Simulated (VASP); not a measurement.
Here is a VASP 6.6.1 calculation.

File INCAR:

```
PREC = Accurate ; ENCUT = 520
EDIFF = 1E-6 ; ISMEAR = 0
SIGMA = 0.1 ; LREAL = False
LASPH = True ; NELM = 100
ALGO = Normal ; ISIF = 2
LWAVE = False ; LCHARG = False
GGA = PE ; NBANDS = 15
```

KPOINTS

```
Automatic mesh
0
Gamma
  18 18 18
```

POSCAR

```
AlGa
1.0
    0.0000000000      2.6951928015      2.6951928015
    2.6951928015      0.0000000000      2.6951928015
    2.6951928015      2.6951928015      0.0000000000
Al Ga
1 1
Direct
    0.5000000000      0.5000000000      0.5000000000
    0.0000000000      0.0000000000      0.0000000000
```

Potentials or basis: VASP PAW PBE potentials, release 64 (Al, Ga_d).

Run with:

```bash
$ cat potpaw_PBE.64/Al/POTCAR potpaw_PBE.64/Ga_d/POTCAR > POTCAR
$ mpirun -np 1 vasp_std > vasp.out
```

(1) Estimate the pressure.

(2) Estimate the band gap on the k mesh.

Answers

(1) 0.0 GPa.

(2) zero (band 8 reaches 8.24 eV, above the bottom of band 9 at 2.72 eV).
